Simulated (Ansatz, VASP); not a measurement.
# Two plane-wave programs on VO2

File INCAR:

```
PREC = Accurate ; ENCUT = 600
EDIFF = 1E-6 ; ISMEAR = 0
SIGMA = 0.05 ; LREAL = F
LASPH = T ; NELM = 200
ALGO = Normal ; ISIF = 2
LWAVE = F ; LCHARG = F
ISPIN = 2 ; MAGMOM = 0.32 -0.32 0 0 0 0
LORBIT = 11 ; LMAXMIX = 4
GGA = PS ; NBANDS = 38
GGA_COMPAT = F
```

File KPOINTS:

```
Automatic mesh
0
Gamma
  4 4 7
```

Contents of POSCAR:

```
VO2
1.0
    4.5546007500      0.0000000000      0.0000000000
    0.0000000000      4.5546007500      0.0000000000
    0.0000000000      0.0000000000      2.8528004700
V O
2 4
Direct
    0.0000000000      0.0000000000      0.0000000000
    0.5000000000      0.5000000000      0.5000000000
    0.3001000000      0.3001000000      0.0000000000
    0.1999000000      0.8001000000      0.5000000000
    0.6999000000      0.6999000000      0.0000000000
    0.8001000000      0.1999000000      0.5000000000
```

Input for Ansatz:

```yaml
crystal:
  lattice:
    - [4.55460075, 0.0, 0.0]
    - [0.0, 4.55460075, 0.0]
    - [0.0, 0.0, 2.85280047]
  atoms:
    - { symbol: V, position: [0.0, 0.0, 0.0], spin: 0.82 }
    - { symbol: V, position: [0.5, 0.5, 0.5], spin: -0.82 }
    - { symbol: O, position: [0.3001, 0.3001, 0.0] }
    - { symbol: O, position: [0.1999, 0.8001, 0.5] }
    - { symbol: O, position: [0.6999, 0.6999, 0.0] }
    - { symbol: O, position: [0.8001, 0.1999, 0.5] }
basis:
  ecutwfc: 420
  ecutrho_ratio: 4
kpoints:
  mp_grid: { grid: [4, 4, 7] }
hamiltonian:
  xc: pbesol
scf:
  occupations: { method: gaussian, width: 0.05 }
  lower_state_search: "off"
  max_iter: 150
output:
  forces: true
  stress: true
  eigenvalues: true
  populations: true
  hubbard: { sites: [{ site: 0, l: d }, { site: 1, l: d }] }
magnetization:
  spin_polarized: true
  spin_locking: { lock_spins: true, n_iters: 12 }
```

Alike in both runs: task single point; functional PBEsol; k mesh 4 × 4 × 7; occupations gaussian, width 0.05 eV; collinear spin.

|  | VASP | Ansatz |
| --- | --- | --- |
| version | VASP 6.6.1 | Ansatz 0.2.0 |
| potentials or method | VASP PAW PBE potentials, release 64 (V_sv, O), cutoff 600 eV | scalar-relativistic, plane waves, PAW |
| valence electrons in the cell | 50 | 50 |

Ansatz gave:

```
gap on the k mesh at the Fermi level (eV)                     : none
pressure (GPa)                                                : -8.3
traceless stress, the component that is largest in VASP (GPa) : -6.14
rms of the force components (eV/Å)                            : 0.076
net moment per atom (μB)                                      : 0.00
size of the moment on the site where the two differ most (μB) : 0.32
```

Problem. Estimate VASP's values.

Solution. gap on the k mesh at the Fermi level (eV): none; pressure (GPa): -8.4; traceless stress, the component that is largest in VASP (GPa): -6.94; rms of the force components (eV/Å): 0.078; net moment per atom (μB): 0.00; size of the moment on the site where the two differ most (μB): 0.10.

VASP's potentials were made for PBE, not for PBEsol. Site moments also hang on the region over which each program counts them. Atom by atom the forces differ by 0.002 eV/Å (rms over components). A gap of «none» marks a metal or a gap that the smearing closes. Ansatz's warnings: stress scf threshold loose.
